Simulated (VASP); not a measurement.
A run of VASP 6.6.1 is set up as follows.

File INCAR:

```
PREC = Accurate
ENCUT = 600
EDIFF = 1E-6
ISMEAR = 0
SIGMA = 0.01
LREAL = F
LASPH = T
NELM = 60
ALGO = Normal
ISIF = 3
LWAVE = F
LCHARG = F
GGA = PS
IBRION = 2
NSW = 80
EDIFFG = -0.001
```

File KPOINTS:

```
regular mesh
0
Gamma
  8 8 8
```

The input POSCAR:

```
LiCl
1.0
    0.0000000000      2.5314108948      2.5314108948
    2.5314108948      0.0000000000      2.5314108948
    2.5314108948      2.5314108948      0.0000000000
Li Cl
1 1
Direct
    0.0000000000      0.0000000000      0.0000000000
    0.5000000000      0.5000000000      0.5000000000
```

Potentials or basis: VASP PAW PBE potentials, release 64 (Li_sv, Cl).

Launch:

```sh
$ cat potpaw_PBE.64/Li_sv/POTCAR potpaw_PBE.64/Cl/POTCAR > POTCAR
$ mpirun -np 1 vasp_std > vasp.out
```

Estimate the relaxed volume.

16.21 Å³/atom.

Predict the band gap on the k mesh.

6.37 eV, direct.

Final structure:
```xyz
2
Lattice="0.0000 2.5306 2.5306 2.5306 0.0000 2.5306 2.5306 2.5306 0.0000" Properties=species:S:1:pos:R:3 pbc="T T T"
Li    0.0000    0.0000    0.0000
Cl    2.5306    2.5306    2.5306
```

Caveat: the cutoff is under 1.25 times the usual one of these potentials, so pressure, stress and relaxed cells hold a basis-set (Pulay) error; the PAW data sets were made with another functional, which shifts forces and pressure a little. A k mesh can miss the band edges.
